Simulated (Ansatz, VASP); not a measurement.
# TeO5 in VASP and in Ansatz

```
CELL_PARAMETERS angstrom
4.26496 0.00000 0.00000
-2.13248 3.69356 0.00000
0.00000 0.00000 6.14356
ATOMIC_POSITIONS crystal
Te 0.00000 0.00000 0.50000
O 0.33333 0.66667 0.00000
O 0.66667 0.33333 0.00000
O 0.50000 0.00000 0.50000
O 0.00000 0.50000 0.50000
O 0.50000 0.50000 0.50000
```

Alike in both runs: task relaxation of cell and atoms; functional PBE; k mesh 12 × 12 × 6; occupations gaussian, width 0.1 eV; no spin polarisation.

```csv
,VASP,Ansatz
version,VASP 6.6.1,Ansatz 0.2.0
potentials or method,"VASP PAW PBE potentials, release 64 (Te, O), cutoff 600 eV","scalar-relativistic, plane waves, PAW"
valence electrons in the cell,36,46
```

|  | VASP | Ansatz | Ansatz less VASP |
| --- | --- | --- | --- |
| gap on the k mesh at the Fermi level, each at its own relaxed structure (eV) | none | none | - |
| relaxed volume (Å³/atom) | 16.03 | 16.19 | +0.160 |
| relaxed length of the cell vector where the two differ most in proportion (Å) | 6.125 | 6.161 | +0.0364 |

A gap of «none» marks a metal or a gap that the smearing closes. VASP's potentials hold 36 valence electrons a cell and Ansatz's 46, so a difference there can come from the potentials and not from the codes.

Spin-orbit coupling is off throughout.
